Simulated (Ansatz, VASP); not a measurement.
# Two plane-wave programs on GaGe3

The input POSCAR:

```
GaGe3
1.0
    4.3068010377      0.0000000000      0.0000000000
    0.0000000000      4.3068010377      0.0000000000
    0.0000000000      0.0000000000      4.3068010377
Ge Ga
3 1
Direct
    0.5000000000      0.5000000000      0.0000000000
    0.5000000000      0.0000000000      0.5000000000
    0.0000000000      0.5000000000      0.5000000000
    0.0000000000      0.0000000000      0.0000000000
```

The input INCAR.step1:

```
SYSTEM = GaGe3
ALGO     = Normal         ! electronic algorithm
EDIFF    = 1E-4           ! SCF threshold, eV
ENCUT    = 520            ! plane-wave cutoff, eV
GGA      = PE             ! functional
ISMEAR   = -1             ! smearing method
LASPH    = .TRUE.         ! aspherical terms in the spheres
LCHARG   = .FALSE.        ! write CHGCAR
LREAL    = .FALSE.        ! projectors in reciprocal space
LWAVE    = .TRUE.         ! write WAVECAR
NBANDS   = 36             ! bands
NELM     = 60             ! most SCF steps
PREC     = Accurate       ! precision mode
SIGMA    = 0.05           ! smearing width, eV
```

Contents of INCAR.step2:

```
SYSTEM = GaGe3
ALGO     = Normal         ! electronic algorithm
EDIFF    = 1E-6           ! SCF threshold, eV
ENCUT    = 520            ! plane-wave cutoff, eV
ISIF     = 2              ! what is computed and relaxed
ISMEAR   = -1             ! smearing method
ISTART   = 1            
LASPH    = .TRUE.         ! aspherical terms in the spheres
LCHARG   = .TRUE.         ! write CHGCAR
LELF     = .TRUE.         ! ELF
LMIXTAU  = .TRUE.       
LREAL    = .FALSE.        ! projectors in reciprocal space
LVHAR    = .TRUE.       
LWAVE    = .FALSE.        ! write WAVECAR
METAGGA  = R2SCAN         ! meta-GGA
NBANDS   = 36             ! bands
NELM     = 60             ! most SCF steps
PREC     = Accurate       ! precision mode
SIGMA    = 0.05           ! smearing width, eV
```

File KPOINTS:

```
k-points
0
G
  6 6 6
  0 0 0
```

File input.yaml:

```yaml
crystal:
  lattice:
    - [4.3068010377, 0.0, 0.0]
    - [0.0, 4.3068010377, 0.0]
    - [0.0, 0.0, 4.3068010377]
  atoms:
    - { symbol: Ge, position: [0.5, 0.5, 0.0] }
    - { symbol: Ge, position: [0.5, 0.0, 0.5] }
    - { symbol: Ge, position: [0.0, 0.5, 0.5] }
    - { symbol: Ga, position: [0.0, 0.0, 0.0] }
hamiltonian:
  xc: r2scan
  pseudopotentials: { kind: paw }
kpoints:
  mp_grid: { grid: [6, 6, 6] }
scf:
  occupations: { method: fermi_dirac, width: 0.05 }
output:
  forces: true
  stress: true
  eigenvalues: true
  write_density: true
  write_potential: true
  elf: true
  volumetric_format: npy
```

Alike in both runs: task single point; functional r2SCAN; k mesh 6 × 6 × 6; occupations fermi-dirac, width 0.05 eV; no spin polarisation.

```csv
,VASP,Ansatz
version,VASP 6.6.1,Ansatz 0.2.0
potentials or method,"VASP PAW PBE potentials, release 64 (Ge_d, Ga_d)",Ansatz PAW
plane-wave cutoff (eV),520,500
valence electrons in the cell,55,55
```

Ansatz gave:

| Property | Result |
| --- | --- |
| gap on the k mesh at the Fermi level (eV) | none |
| pressure (GPa) | -3.2 |

Which values does VASP return?

gap on the k mesh at the Fermi level (eV): none; pressure (GPa): -3.3.

VASP's potentials were made for PBE, not for r2SCAN. A gap of «none» marks a metal or a gap that the smearing closes. With one functional, cell and mesh, what is left measures potentials, basis and numerics.
